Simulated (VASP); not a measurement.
A run of VASP 6.6.1:

The input INCAR:

```
SYSTEM = Be2Au
  PREC = Accurate
  ENCUT = 520
  EDIFF = 1E-6
  ISMEAR = 0
  SIGMA = 0.1
  LREAL = .False.
  LASPH = .True.
  NELM = 80
  ALGO = Fast
  ISIF = 2
  LWAVE = .False.
  LCHARG = .False.
  GGA = PE
  NBANDS = 14
```

The input KPOINTS:

```
Automatic mesh
0
Gamma
  12 12 18
  0 0 0
```

POSCAR

```
Be2Au
1.0
    3.8712023607      0.0000000000      0.0000000000
   -1.9356011804      3.3525595876      0.0000000000
    0.0000000000      0.0000000000      2.6761888536
Be Au
2 1
Direct
    0.3333333333      0.6666666667      0.5000000000
    0.6666666667      0.3333333333      0.5000000000
    0.0000000000      0.0000000000      0.0000000000
```

Potentials or basis: VASP PAW PBE potentials, release 64 (Be, Au).

Command:

```console
$ cat potpaw_PBE.64/Be/POTCAR potpaw_PBE.64/Au/POTCAR > POTCAR
$ mpirun -np 1 vasp_std > vasp.out
```

Hardware: 1 thread of Oxide Virtual Turin-like Processor (shared host).

Q: Estimate the wall time of this run.

A: Run time: 110 s on 1 thread of Oxide Virtual Turin-like Processor, with other jobs on the host, peak memory 0.18 GiB. Counts: scf iterations 14, k points 190.
